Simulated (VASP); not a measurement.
# Bi (Im-3m) in VASP: a series of runs

Bi is run at these levels: LDA; tasks: single point.

Everything below comes from runs of VASP 6.6.1. Logs are shortened: lines on timing, memory, paths and dates and some standing lists are left out, and cuts for length are marked.

## Step 1: The cell of the first run

The structure is cubic, space group Im-3m (No. 229). The conventional cell has a = 4.015 Å, b = 4.015 Å, c = 4.015 Å, α = 90.00°, β = 90.00°, γ = 90.00°. Bi (site symmetry m-3m) has 14 Bi at 3.48 to 4.02 Å within 4.6 Å.

## Step 2: Single point, LDA

The input, INCAR:

```
  PREC = Accurate
  ENCUT = 520
  EDIFF = 1E-6
  ISMEAR = 1
  SIGMA = 0.1
  LREAL = False
  LASPH = True
  NELM = 100
  ALGO = Normal
  ISIF = 2
  LWAVE = False
  LCHARG = False
  NBANDS = 14
```

The input, KPOINTS:

```
Automatic mesh
0
Gamma
  12 12 12
```

The input, POSCAR:

```
Bi
1.0
   -2.0075054507      2.0075054507      2.0075054507
    2.0075054507     -2.0075054507      2.0075054507
    2.0075054507      2.0075054507     -2.0075054507
Bi
1
Direct
    0.0000000000      0.0000000000      0.0000000000
```

Potentials or basis: VASP PAW LDA potentials, release 64 (Bi_d).

Run with:

```bash
cat potpaw_LDA.64/Bi_d/POTCAR > POTCAR
mpirun -np 1 vasp_std > vasp.out
```

OUTCAR:

```text
PREC = Accurate
   ENCUT = 520
   EDIFF = 1E-6
   ISMEAR = 1
   LREAL = False
   LASPH = True
   NELM = 100
   ISIF = 2

 ion  position               nearest neighbor table
   1  0.000  0.000  0.000-

  LATTYP: Found a body centered cubic cell.
 ALAT       =     4.0150109014

  Lattice vectors:

 A1 = (  -2.0075054507,   2.0075054507,   2.0075054507)
 A2 = (   2.0075054507,  -2.0075054507,   2.0075054507)
 A3 = (   2.0075054507,   2.0075054507,  -2.0075054507)

Analysis of symmetry for initial positions (statically):
=====================================================================
 Subroutine PRICEL returns:
 Original cell was already a primitive cell.

 Routine SETGRP: Setting up the symmetry group for a
 body centered cubic supercell.

 Subroutine GETGRP returns: Found 48 space group operations
 (whereof 48 operations were pure point group operations)
 out of a pool of 48 trial point group operations.

The static configuration has the point symmetry O_h .

Analysis of symmetry for dynamics (positions and initial velocities):
=====================================================================
 Subroutine PRICEL returns:
 Original cell was already a primitive cell.

 Routine SETGRP: Setting up the symmetry group for a
 body centered cubic supercell.

 Subroutine GETGRP returns: Found 48 space group operations
 (whereof 48 operations were pure point group operations)
 out of a pool of 48 trial point group operations.

The dynamic configuration has the point symmetry O_h .

 Subroutine INISYM returns: Found 48 space group operations
 (whereof 48 operations are pure point group operations),
 and found     1 'primitive' translations

----------------------------------------------------------------------------------------

                                     Primitive cell

  volume of cell :      32.3616

  direct lattice vectors                    reciprocal lattice vectors
    -2.007505451  2.007505451  2.007505451     0.000000000  0.249065326  0.249065326
     2.007505451 -2.007505451  2.007505451     0.249065326  0.000000000  0.249065326
     2.007505451  2.007505451 -2.007505451     0.249065326  0.249065326  0.000000000

  length of vectors
     3.477101437  3.477101437  3.477101437     0.352231562  0.352231562  0.352231562

  position of ions in fractional coordinates (direct lattice)
     0.000000000  0.000000000  0.000000000

  ion indices of the primitive-cell ions
   primitive index   ion index
                 1           1

----------------------------------------------------------------------------------------

 KPOINTS: Automatic mesh

Automatic generation of k-mesh.
 Grid dimensions read from file:
 generate k-points for:   12   12   12

 Generating k-lattice:

  Cartesian coordinates                     Fractional coordinates (reciprocal lattice)
     0.000000000  0.020755444  0.020755444     0.083333333  0.000000000  0.000000000
     0.020755444  0.000000000  0.020755444     0.000000000  0.083333333  0.000000000
     0.020755444  0.020755444  0.000000000     0.000000000  0.000000000  0.083333333

  Length of vectors
     0.029352630  0.029352630  0.029352630

  Shift w.r.t. Gamma in fractional coordinates (k-lattice)
     0.000000000  0.000000000  0.000000000

 Subroutine IBZKPT returns following result:
 ===========================================

 Found     72 irreducible k-points:

 Following reciprocal coordinates:
            Coordinates               Weight
  0.000000  0.000000  0.000000      1.000000
  0.083333  0.000000  0.000000     12.000000
  0.166667  0.000000  0.000000     12.000000
  0.250000  0.000000  0.000000     12.000000
  0.333333  0.000000  0.000000     12.000000
  0.416667  0.000000  0.000000     12.000000
[... 16 lines left out ...]
  0.333333  0.083333  0.083333     24.000000
  0.416667  0.083333  0.083333     12.000000
 [... further k-points ...]
   k-points           NKPTS =     72   k-points in BZ     NKDIM =     72   number of bands    NBANDS=     14
   number of dos      NEDOS =    301   number of ions     NIONS =      1
   total plane-waves  NPLWV =  21952
   dimension x,y,z NGX =    28 NGY =   28 NGZ =   28
   dimension x,y,z NGXF=    56 NGYF=   56 NGZF=   56
   ions per type =               1
   NGX,Y,Z   is equivalent  to a cutoff of  13.39, 13.39, 13.39 a.u.
   NGXF,Y,Z  is equivalent  to a cutoff of  26.77, 26.77, 26.77 a.u.
 SYSTEM =  unknown system
   PREC   = accura    normal or accurate (medium, high low for compatibility)
   ISTART =      0    job   : 0-new  1-cont  2-samecut
   ICHARG =      2    charge: 1-file 2-atom 10-const
   ISPIN  =      1    spin polarized calculation?
   LNONCOLLINEAR =      F non collinear calculations
   LSORBIT =      F    spin-orbit coupling
   LASPH  =      T    aspherical Exc in radial PAW
   ENCUT  =  520.0 eV  38.22 Ry    6.18 a.u.   6.47  6.47  6.47*2*pi/ulx,y,z
   NELM   =    100;   NELMIN=  2; NELMDL= -5     # of ELM steps
   EDIFF  = 0.1E-05   stopping-criterion for ELM
   LREAL  =      F    real-space projection
   EDIFFG = 0.1E-04   stopping-criterion for IOM
   NSW    =      0    number of steps for IOM
   IBRION =     -1    ionic relax: 0-MD 1-quasi-New 2-CG
   NFREE  =      0    steps in history (QN), initial steepest desc. (CG)
   ISIF   =      2    stress and relaxation
   ISYM   =      2    0-nonsym 1-usesym 2-fastsym
   POTIM  = 0.5000    time-step for ionic-motion
   TEBEG  =    0.0;   TEEND  =   0.0 temperature during run
   PSTRESS=    0.0 pullay stress
   NELECT =      15.0000    total number of electrons
   NUPDOWN=      -1.0000    fix difference up-down
   EMIN   =  10.00;   EMAX   =-10.00  energy-range for DOS
   EFERMI =   0.00;   METHOD = LEGACY
   ISMEAR =     1;   SIGMA  =   0.10  broadening in eV -4-tet -1-fermi 0-gaus
   EFERMI_NEDOS =   21; number of points for ismear=-14 and -15
   IALGO  =     38    algorithm
   IMIX   =      4    mixing-type and parameters
     AMIX     =   0.40;   BMIX     =  1.00
     AMIX_MAG =   1.60;   BMIX_MAG =  1.00
  volume/ion in A,a.u.               =      32.36       218.39
  Fermi-wavevector in a.u.,A,eV,Ry     =   1.266957  2.394201 21.839798  1.605180
  Thomas-Fermi vector in A             =   2.400130
   LORBIT       =      0    0 simple, 1 ext, 2 COOP (PROOUT), +10 PAW based schemes
   GGA     = CA    functional components
   LHFCALC =     F    Hartree Fock is set to
   AEXX    =    0.0000 exact exchange contribution
   IVDW    =     0    specifies the selected vdW correction
   LEPSILON=     F    determine dielectric tensor
   LRPA    =     F    only Hartree local field effects (RPA)
 non-spin polarized calculation
 Methfessel and Paxton  Order N= 1 SIGMA  =   0.10
  energy-cutoff  :      520.00
  volume of cell :       32.36
 maximum number of plane-waves:       911
 NGX is ok and might be reduce to    28
   NGX = 13   NGY = 13   NGZ = 13

 number of electron      15.0000004 magnetization

 Free energy of the ion-electron system (eV)
  ---------------------------------------------------
  ext. energy  EPLUGINS =         0.00000000
  ---------------------------------------------------
  free energy    TOTEN  =        -4.42133951 eV

  energy without entropy =       -4.42042228  energy(sigma->0) =       -4.42103377

 E-fermi :   7.2530     XC(G=0): -10.3474

 val. band max:        7.2521314572   @ k =  -0.4167   0.5000   0.0833
 cond. band min:       7.2844589948   @ k =  -0.3333   0.3333   0.2500
 fundamental gap:      0.0323275376
 Fermi energy:         7.2530272594

 k-point     1 :       0.0000    0.0000    0.0000
  band No.  band energies     occupation
      1     -15.7601      2.00000
      2     -15.7601      2.00000
      3     -15.7601      2.00000
      4     -15.6450      2.00000
      5     -15.6450      2.00000
      6      -6.0819      2.00000
      7      11.9589      0.00000
      8      11.9589      0.00000
      9      11.9589      0.00000
     10      15.9223      0.00000
     11      17.6995      0.00000
     12      17.6995      0.00000
     13      17.6995      0.00000
     14      18.6624      0.00000

 k-point     2 :       0.0833    0.0000    0.0000
  band No.  band energies     occupation
      1     -15.7625      2.00000
      2     -15.7560      2.00000
      3     -15.7479      2.00000
      4     -15.6477      2.00000
      5     -15.6455      2.00000
      6      -5.9619      2.00000
      7      10.7527      0.00000
      8      11.6073      0.00000
      9      11.8594      0.00000
     10      16.3074      0.00000
     11      17.0106      0.00000
     12      17.1201      0.00000
     13      17.4969      0.00000
     14      19.1793      0.00000

 k-point     3 :       0.1667    0.0000    0.0000
  band No.  band energies     occupation
      1     -15.7688      2.00000
      2     -15.7457      2.00000
      3     -15.7139      2.00000
      4     -15.6543      2.00000
      5     -15.6468      2.00000
      6      -5.6070      2.00000
      7       8.5867     -0.00000
      8      10.8161      0.00000
      9      11.5809      0.00000
     10      15.1488      0.00000
     11      16.1900      0.00000
     12      17.3841      0.00000
     13      18.3129      0.00000
     14      20.4329      0.00000
[... 324 lines left out ...]
 k-point    23 :       0.3333    0.0833    0.0833
  band No.  band energies     occupation
      1     -15.7812      2.00000
      2     -15.7284      2.00000
      3     -15.6542      2.00000
      4     -15.6516      2.00000
      5     -15.5980      2.00000
      6      -3.4625      2.00000
      7       3.1723      2.00000
      8       7.5061     -0.00202
      9       9.1592     -0.00000
     10      15.1895      0.00000
     11      16.5530      0.00000
     12      19.4009      0.00000
     13      20.5294      0.00000
     14      23.6377      0.00000

 k-point    24 :       0.4167    0.0833    0.0833
  band No.  band energies     occupation
      1     -15.7830      2.00000
      2     -15.7270      2.00000
      3     -15.6518      2.00000
      4     -15.6512      2.00000
      5     -15.5906      2.00000
      6      -3.1556      2.00000
      7       2.6535      2.00000
      8       7.3050      0.23860
      9       9.0542     -0.00000
     10      15.0791      0.00000
     11      16.5049      0.00000
     12      19.7692      0.00000
     13      20.9222      0.00000
     14      23.2981      0.00000

 [... further k-points ...]

------------------------ aborting loop because EDIFF is reached ----------------------------------------

  FORCE on cell =-STRESS in cart. coord.  units (eV):
  Direction    XX          YY          ZZ          XY          YZ          ZX
  --------------------------------------------------------------------------------------
  -------------------------------------------------------------------------------------
  Total       -1.0438227     -1.0438227     -1.0438227     -0.0000000     -0.0000000      0.0000000
  in kB      -51.6781716    -51.6781716    -51.6781716     -0.0000000     -0.0000000      0.0000000
  external PRESSURE =     -51.6781716 kB  Pullay stress =       0.0000000 kB

 VOLUME and BASIS-vectors are now :
 -----------------------------------------------------------------------------
  energy-cutoff  :      520.00
  volume of cell :       32.36
      direct lattice vectors                 reciprocal lattice vectors
    -2.007505451  2.007505451  2.007505451     0.000000000  0.249065326  0.249065326
     2.007505451 -2.007505451  2.007505451     0.249065326  0.000000000  0.249065326
     2.007505451  2.007505451 -2.007505451     0.249065326  0.249065326  0.000000000

 POSITION                                       TOTAL-FORCE (eV/Angst)
 -----------------------------------------------------------------------------------
      0.00000      0.00000      0.00000         0.000000     -0.000000      0.000000
 -----------------------------------------------------------------------------------
    total drift:                               -0.000000     -0.000000     -0.000000

  FREE ENERGIE OF THE ION-ELECTRON SYSTEM (eV)
  ---------------------------------------------------
  free  energy   TOTEN  =        -4.4213395089 eV

  energy  without entropy=       -4.4204222825  energy(sigma->0) =       -4.42103377
```

Wall time 23 s (1 thread of Intel Xeon Platinum 8259CL at 2.50GHz (Skylake/Cascade Lake), shared host); peak memory 0.15 GiB.

Results:

- Free energy: -4.4213 eV
- Pressure: -5.2 GPa

Levels at points of the mesh, in eV from the Fermi level:
```csv
k point,band 3,band 4,band 5,band 6,band 7,band 8,band 9,band 10,band 11,band 12
"(0.00, 0.00, 0.00)",-23.01,-22.90,-22.90,-13.33,4.71,4.71,4.71,8.67,10.45,10.45
"(0.50, 0.00, 0.00)",-22.90,-22.90,-22.83,-10.52,-4.90,1.39,3.24,5.84,7.46,12.12
"(0.50, 0.50, 0.50)",-22.84,-22.84,-22.84,-8.59,-1.80,-1.80,-1.80,3.57,3.57,15.16
```

Caveat: spin-orbit coupling is left out, which moves the levels of the heavy elements.

## Step 3: Single point, LDA

This run uses another cell than the first one, of 33.61 Å³/atom, 1.038 times its volume.

The input, INCAR:

```
SYSTEM = Bi
ALGO     = Normal         ! electronic algorithm
EDIFF    = 1E-6           ! SCF threshold, eV
ENCUT    = 520            ! plane-wave cutoff, eV
GGA      = CA             ! functional
ISIF     = 2              ! what is computed and relaxed
ISMEAR   = 1              ! smearing method
LASPH    = .TRUE.         ! aspherical terms in the spheres
LCHARG   = .FALSE.        ! write CHGCAR
LREAL    = .FALSE.        ! projectors in reciprocal space
LWAVE    = .FALSE.        ! write WAVECAR
NBANDS   = 14             ! bands
NELM     = 60             ! most SCF steps
PREC     = Accurate       ! precision mode
SIGMA    = 0.1            ! smearing width, eV
```

The input, KPOINTS:

```
k-points
0
G
  12 12 12
  0 0 0
```

The input, POSCAR:

```
Bi
1.0
   -2.0329196100      2.0329196100      2.0329196100
    2.0329196100     -2.0329196100      2.0329196100
    2.0329196100      2.0329196100     -2.0329196100
Bi
1
Direct
    0.0000000000      0.0000000000      0.0000000000
```

Potentials or basis: VASP PAW LDA potentials, release 64 (Bi_d).

Run with:

```bash
cat potpaw_LDA.64/Bi_d/POTCAR > POTCAR
mpirun -np 1 vasp_std > vasp.out
```

It took 22 s on 1 thread of Intel Xeon Platinum 8259CL at 2.50GHz (Skylake/Cascade Lake), shared host; peak memory 0.15 GiB.

Results (log left out):

- Free energy: -4.3767 eV
- Pressure: -6.4 GPa

Levels at points of the mesh, in eV from the Fermi level:
```tsv
k point	band 4	band 5	band 6	band 7	band 8	band 9	band 10	band 11
(0.00, 0.00, 0.00)	-22.87	-22.87	-13.07	4.47	4.47	4.47	8.24	10.45
(0.50, 0.00, 0.00)	-22.87	-22.80	-10.45	-4.67	1.35	3.15	5.74	7.39
(0.50, 0.50, 0.50)	-22.82	-22.82	-8.68	-1.70	-1.70	-1.70	3.63	3.63
```

Caveat: spin-orbit coupling is left out, which moves the levels of the heavy elements.
